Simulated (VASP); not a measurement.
# Ni (Im-3m) in VASP: further runs

Runs on Ni. Level: PBE. Tasks: single point.

Program: VASP 6.6.1. These are calculated values, not measurements. Logs are shortened: lines on timing, memory, paths and dates and some standing lists are left out, and cuts for length are marked.

## (1) The cell of the first run

The structure is cubic, space group Im-3m (No. 229). The conventional cell has a = 2.459 Å, b = 2.459 Å, c = 2.459 Å, α = 90.00°, β = 90.00°, γ = 90.00°. Ni (site symmetry m-3m) has 14 Ni at 2.13 to 2.46 Å within 2.8 Å.

This isn't the form of Ni at room conditions, which is fcc.

## (2) Single point, PBE, collinear spin, ferromagnetic start

File INCAR:

```
PREC     = Accurate       # precision mode
ENCUT    = 520            # plane-wave cutoff, eV
EDIFF    = 1E-7           # SCF threshold, eV
ISMEAR   = -1             # smearing method
SIGMA    = 0.08           # smearing width, eV
LREAL    = F              # projectors in reciprocal space
LASPH    = T              # aspherical terms in the spheres
NELM     = 150            # most SCF steps
ALGO     = Normal         # electronic algorithm
ISIF     = 2              # what is computed and relaxed
LWAVE    = F              # write WAVECAR
LCHARG   = T              # write CHGCAR
ISPIN    = 2              # spin polarisation
MAGMOM   = 1              # initial moments
LORBIT   = 11             # projections on sites
LMAXMIX  = 4              # l up to which the mixer works
GGA      = PE             # functional
LELF     = T              # ELF
LVHAR    = T            
NBANDS   = 15             # bands
```

File KPOINTS:

```
Automatic mesh
0
Gamma
  22 22 22
```

File POSCAR:

```
Ni
1.0
   -1.2295551391      1.2295551391      1.2295551391
    1.2295551391     -1.2295551391      1.2295551391
    1.2295551391      1.2295551391     -1.2295551391
Ni
1
Direct
    0.0000000000      0.0000000000      0.0000000000
```

Potentials or basis: VASP PAW PBE potentials, release 64 (Ni).

On the command line:

```console
cat potpaw_PBE.64/Ni/POTCAR > POTCAR
mpirun -np 1 vasp_std > vasp.out
```

OUTCAR:

```text
PREC = Accurate
   ENCUT = 520
   EDIFF = 1E-7
   ISMEAR = -1
   LREAL = F
   LASPH = T
   NELM = 150
   ISIF = 2
   ISPIN = 2
   LORBIT = 11
   GGA = PE

 ion  position               nearest neighbor table
   1  0.000  0.000  0.000-

  LATTYP: Found a body centered cubic cell.
 ALAT       =     2.4591102782

  Lattice vectors:

 A1 = (  -1.2295551391,   1.2295551391,   1.2295551391)
 A2 = (   1.2295551391,  -1.2295551391,   1.2295551391)
 A3 = (   1.2295551391,   1.2295551391,  -1.2295551391)

Analysis of symmetry for initial positions (statically):
=====================================================================
 Subroutine PRICEL returns:
 Original cell was already a primitive cell.

 Routine SETGRP: Setting up the symmetry group for a
 body centered cubic supercell.

 Subroutine GETGRP returns: Found 48 space group operations
 (whereof 48 operations were pure point group operations)
 out of a pool of 48 trial point group operations.

The static configuration has the point symmetry O_h .

Analysis of symmetry for dynamics (positions and initial velocities):
=====================================================================
 Subroutine PRICEL returns:
 Original cell was already a primitive cell.

 Routine SETGRP: Setting up the symmetry group for a
 body centered cubic supercell.

 Subroutine GETGRP returns: Found 48 space group operations
 (whereof 48 operations were pure point group operations)
 out of a pool of 48 trial point group operations.

The dynamic configuration has the point symmetry O_h .

Analysis of structural, dynamic, and magnetic symmetry:
=====================================================================
 Subroutine PRICEL returns:
 Original cell was already a primitive cell.

 Routine SETGRP: Setting up the symmetry group for a
 body centered cubic supercell.

 Subroutine GETGRP returns: Found 48 space group operations
 (whereof 48 operations were pure point group operations)
 out of a pool of 48 trial point group operations.

The overall configuration has the point symmetry O_h .

 Subroutine INISYM returns: Found 48 space group operations
 (whereof 48 operations are pure point group operations),
 and found     1 'primitive' translations

----------------------------------------------------------------------------------------

                                     Primitive cell

  volume of cell :       7.4354

  direct lattice vectors                    reciprocal lattice vectors
    -1.229555139  1.229555139  1.229555139     0.000000000  0.406651141  0.406651141
     1.229555139 -1.229555139  1.229555139     0.406651141  0.000000000  0.406651141
     1.229555139  1.229555139 -1.229555139     0.406651141  0.406651141  0.000000000

  length of vectors
     2.129651972  2.129651972  2.129651972     0.575091558  0.575091558  0.575091558

  position of ions in fractional coordinates (direct lattice)
     0.000000000  0.000000000  0.000000000

  ion indices of the primitive-cell ions
   primitive index   ion index
                 1           1

----------------------------------------------------------------------------------------

 KPOINTS: Automatic mesh

Automatic generation of k-mesh.
 Grid dimensions read from file:
 generate k-points for:   22   22   22

 Generating k-lattice:

  Cartesian coordinates                     Fractional coordinates (reciprocal lattice)
     0.000000000  0.018484143  0.018484143     0.045454545  0.000000000  0.000000000
     0.018484143  0.000000000  0.018484143     0.000000000  0.045454545  0.000000000
     0.018484143  0.018484143  0.000000000     0.000000000  0.000000000  0.045454545

  Length of vectors
     0.026140525  0.026140525  0.026140525

  Shift w.r.t. Gamma in fractional coordinates (k-lattice)
     0.000000000  0.000000000  0.000000000

 Subroutine IBZKPT returns following result:
 ===========================================

 Found    328 irreducible k-points:

 Following reciprocal coordinates:
            Coordinates               Weight
  0.000000  0.000000  0.000000      1.000000
  0.045455  0.000000  0.000000     12.000000
  0.090909  0.000000  0.000000     12.000000
  0.136364  0.000000  0.000000     12.000000
  0.181818  0.000000  0.000000     12.000000
  0.227273  0.000000  0.000000     12.000000
[... 16 lines left out ...]
  0.090909  0.090909  0.000000     24.000000
  0.136364  0.090909  0.000000     48.000000
 [... further k-points ...]
   k-points           NKPTS =    328   k-points in BZ     NKDIM =    328   number of bands    NBANDS=     15
   number of dos      NEDOS =    301   number of ions     NIONS =      1
   total plane-waves  NPLWV =   4096
   dimension x,y,z NGX =    16 NGY =   16 NGZ =   16
   dimension x,y,z NGXF=    32 NGYF=   32 NGZF=   32
   ions per type =               1
   NGX,Y,Z   is equivalent  to a cutoff of  12.49, 12.49, 12.49 a.u.
   NGXF,Y,Z  is equivalent  to a cutoff of  24.98, 24.98, 24.98 a.u.
 SYSTEM =  unknown system
   PREC   = accura    normal or accurate (medium, high low for compatibility)
   ISTART =      0    job   : 0-new  1-cont  2-samecut
   ICHARG =      2    charge: 1-file 2-atom 10-const
   ISPIN  =      2    spin polarized calculation?
   LNONCOLLINEAR =      F non collinear calculations
   LSORBIT =      F    spin-orbit coupling
   LASPH  =      T    aspherical Exc in radial PAW
   ENCUT  =  520.0 eV  38.22 Ry    6.18 a.u.   3.96  3.96  3.96*2*pi/ulx,y,z
   NELM   =    150;   NELMIN=  2; NELMDL= -5     # of ELM steps
   EDIFF  = 0.1E-06   stopping-criterion for ELM
   LREAL  =      F    real-space projection
   EDIFFG = 0.1E-05   stopping-criterion for IOM
   NSW    =      0    number of steps for IOM
   IBRION =     -1    ionic relax: 0-MD 1-quasi-New 2-CG
   NFREE  =      0    steps in history (QN), initial steepest desc. (CG)
   ISIF   =      2    stress and relaxation
   ISYM   =      2    0-nonsym 1-usesym 2-fastsym
   POTIM  = 0.5000    time-step for ionic-motion
   TEBEG  =    0.0;   TEEND  =   0.0 temperature during run
   PSTRESS=    0.0 pullay stress
   NELECT =      10.0000    total number of electrons
   NUPDOWN=      -1.0000    fix difference up-down
   EMIN   =  10.00;   EMAX   =-10.00  energy-range for DOS
   EFERMI =   0.00;   METHOD = LEGACY
   ISMEAR =    -1;   SIGMA  =   0.08  broadening in eV -4-tet -1-fermi 0-gaus
   EFERMI_NEDOS =   21; number of points for ismear=-14 and -15
   IALGO  =     38    algorithm
   IMIX   =      4    mixing-type and parameters
     AMIX     =   0.40;   BMIX     =  1.00
     AMIX_MAG =   1.60;   BMIX_MAG =  1.00
  volume/ion in A,a.u.               =       7.44        50.18
  Fermi-wavevector in a.u.,A,eV,Ry     =   1.807064  3.414855 44.429548  3.265480
  Thomas-Fermi vector in A             =   2.866425
   LORBIT       =     11    0 simple, 1 ext, 2 COOP (PROOUT), +10 PAW based schemes
   GGA     = PE    functional components
   LHFCALC =     F    Hartree Fock is set to
   AEXX    =    0.0000 exact exchange contribution
   IVDW    =     0    specifies the selected vdW correction
   LEPSILON=     F    determine dielectric tensor
   LRPA    =     F    only Hartree local field effects (RPA)
 spin polarized calculation
  energy-cutoff  :      520.00
  volume of cell :        7.44
 maximum number of plane-waves:       212
   NGX =  7   NGY =  7   NGZ =  7

 number of electron      10.0000004 magnetization       0.0000896

 Free energy of the ion-electron system (eV)
  ---------------------------------------------------
  ext. energy  EPLUGINS =         0.00000000
  ---------------------------------------------------
  free energy    TOTEN  =        -3.96855612 eV

  energy without entropy =       -3.94318952  energy(sigma->0) =       -3.95587282

 E-fermi :  15.8585     XC(G=0): -15.6600

 val. band max:       15.8557641664   @ k =  -0.3636   0.4545   0.1818
 cond. band min:      15.8668173102   @ k =  -0.4091   0.4091   0.3182
 fundamental gap:      0.0110531438
 Fermi energy:        15.8584533471

 spin component 1

 k-point     1 :       0.0000    0.0000    0.0000
  band No.  band energies     occupation
      1       4.0597      1.00000
      2      12.5782      1.00000
      3      12.5782      1.00000
      4      12.5782      1.00000
      5      14.8382      1.00000
      6      14.8382      1.00000
      7      46.1706      0.00000
      8      46.1706      0.00000
      9      46.1706      0.00000
     10      54.4263      0.00000
     11      54.4263      0.00000
     12      59.2114      0.00000
     13      59.2114      0.00000
     14      59.2115      0.00000
     15      59.9341      0.00000
[... 397 lines left out ...]
 k-point    24 :       0.1364    0.0909    0.0000
  band No.  band energies     occupation
      1       6.0948      1.00000
      2      12.0606      1.00000
      3      12.2188      1.00000
      4      13.8726      1.00000
      5      14.3769      1.00000
      6      14.9736      0.99998
      7      39.8500      0.00000
      8      42.0253      0.00000
      9      47.0843      0.00000
     10      48.7855      0.00000
     11      53.0152      0.00000
     12      55.6266      0.00000
     13      60.0221      0.00000
     14      60.5765      0.00000
     15      61.6643      0.00000

 [... further k-points ...]

 spin component 2

 k-point     1 :       0.0000    0.0000    0.0000
  band No.  band energies     occupation
      1       4.0597      1.00000
      2      12.5783      1.00000
      3      12.5783      1.00000
      4      12.5783      1.00000
      5      14.8382      1.00000
      6      14.8382      1.00000
      7      46.1706      0.00000
      8      46.1706      0.00000
      9      46.1706      0.00000
     10      54.4263      0.00000
     11      54.4263      0.00000
     12      59.2115      0.00000
     13      59.2115      0.00000
     14      59.2115      0.00000
     15      59.9342      0.00000
[... 397 lines left out ...]
 k-point    24 :       0.1364    0.0909    0.0000
  band No.  band energies     occupation
      1       6.0948      1.00000
      2      12.0606      1.00000
      3      12.2189      1.00000
      4      13.8727      1.00000
      5      14.3770      1.00000
      6      14.9737      0.99998
      7      39.8500      0.00000
      8      42.0254      0.00000
      9      47.0843      0.00000
     10      48.7855      0.00000
     11      53.0152      0.00000
     12      55.6266      0.00000
     13      60.0222      0.00000
     14      60.5766      0.00000
     15      61.6644      0.00000

 [... further k-points ...]
[... 5 lines left out ...]
  --------------------------------------------------------------------------------------
  -------------------------------------------------------------------------------------
  Total        8.7692089      8.7692089      8.7692089     -0.0000000     -0.0000000      0.0000000
  in kB     1889.5873860   1889.5873860   1889.5873860     -0.0000000     -0.0000000      0.0000000
  external PRESSURE =    1889.5873860 kB  Pullay stress =       0.0000000 kB

 VOLUME and BASIS-vectors are now :
 -----------------------------------------------------------------------------
  energy-cutoff  :      520.00
  volume of cell :        7.44
      direct lattice vectors                 reciprocal lattice vectors
    -1.229555139  1.229555139  1.229555139     0.000000000  0.406651141  0.406651141
     1.229555139 -1.229555139  1.229555139     0.406651141  0.000000000  0.406651141
     1.229555139  1.229555139 -1.229555139     0.406651141  0.406651141  0.000000000

 POSITION                                       TOTAL-FORCE (eV/Angst)
 -----------------------------------------------------------------------------------
      0.00000      0.00000      0.00000        -0.000000     -0.000000     -0.000000
 -----------------------------------------------------------------------------------
    total drift:                                0.000000     -0.000000      0.000000

  FREE ENERGIE OF THE ION-ELECTRON SYSTEM (eV)
  ---------------------------------------------------
  free  energy   TOTEN  =        -3.9685561160 eV

  energy  without entropy=       -3.9431895210  energy(sigma->0) =       -3.95587282

 total charge

# of ion       s       p       d       tot
------------------------------------------
    1        0.699   0.941   8.668  10.308

 magnetization (x)

# of ion       s       p       d       tot
------------------------------------------
    1       -0.000  -0.000   0.000   0.000
```

Wall time 40 s (1 thread of AMD EPYC 9R45 (Zen 5), shared host); peak memory 0.13 GiB.

What came out:

```yaml
Free_energy: -3.9686 eV
Pressure: 189.0 GPa
Band_gap_on_the_k_mesh: zero (filled and empty bands overlap)
Net_moment: 0.00 μB per cell
```

Caveat: the cell stands under pressure; the moments typed at the start vanished in this run.

## (3) Single point, PBE, collinear spin, ferromagnetic start

File INCAR:

```
  PREC = Accurate
  ENCUT = 520
  EDIFF = 1E-6
  ISMEAR = -1
  SIGMA = 0.08
  LREAL = False
  LASPH = True
  NELM = 150
  ALGO = Normal
  ISIF = 2
  LWAVE = False
  LCHARG = False
  ISPIN = 2
  MAGMOM = 1
  LORBIT = 11
  LMAXMIX = 4
  GGA = PE
  NBANDS = 15
```

KPOINTS is that of step 2.

File POSCAR:

```
Ni
1.0
   -1.2296614654      1.2296614654      1.2296614654
    1.2296614654     -1.2296614654      1.2296614654
    1.2296614654      1.2296614654     -1.2296614654
Ni
1
Direct
    0.0000000000      0.0000000000      0.0000000000
```

Potentials or basis: VASP PAW PBE potentials, release 64 (Ni).

On the command line:

```console
cat potpaw_PBE.64/Ni/POTCAR > POTCAR
mpirun -np 1 vasp_std > vasp.out
```

Wall time 33 s (1 thread of AMD EPYC 9R45 (Zen 5), shared host); peak memory 0.13 GiB.

Results (log left out):

| Quantity | Value |
| --- | --- |
| Free energy | -3.9708 eV |
| Pressure | 188.7 GPa |
| Band gap on the k mesh | zero (filled and empty bands overlap) |
| Net moment | 0.00 μB per cell |

Levels at points of the mesh, in eV from the Fermi level:
Spin up:
```
           k point  band 3  band 4  band 5  band 6  band 7  band 8
(0.00, 0.00, 0.00)   -3.28   -3.28   -1.02   -1.02   30.31   30.31
(0.50, 0.00, 0.00)   -1.04   -0.69   -0.17    0.74   10.23   22.47
(0.50, 0.50, 0.50)    0.33    0.33    0.33   12.58   12.58   12.58
```
Spin down:
| k point | band 3 | band 4 | band 5 | band 6 | band 7 | band 8 |
| --- | --- | --- | --- | --- | --- | --- |
| (0.00, 0.00, 0.00) | -3.28 | -3.28 | -1.02 | -1.02 | 30.31 | 30.31 |
| (0.50, 0.00, 0.00) | -1.04 | -0.69 | -0.17 | 0.74 | 10.23 | 22.47 |
| (0.50, 0.50, 0.50) | 0.33 | 0.33 | 0.33 | 12.58 | 12.58 | 12.58 |

Caveat: the cell stands under pressure; the moments typed at the start vanished in this run.
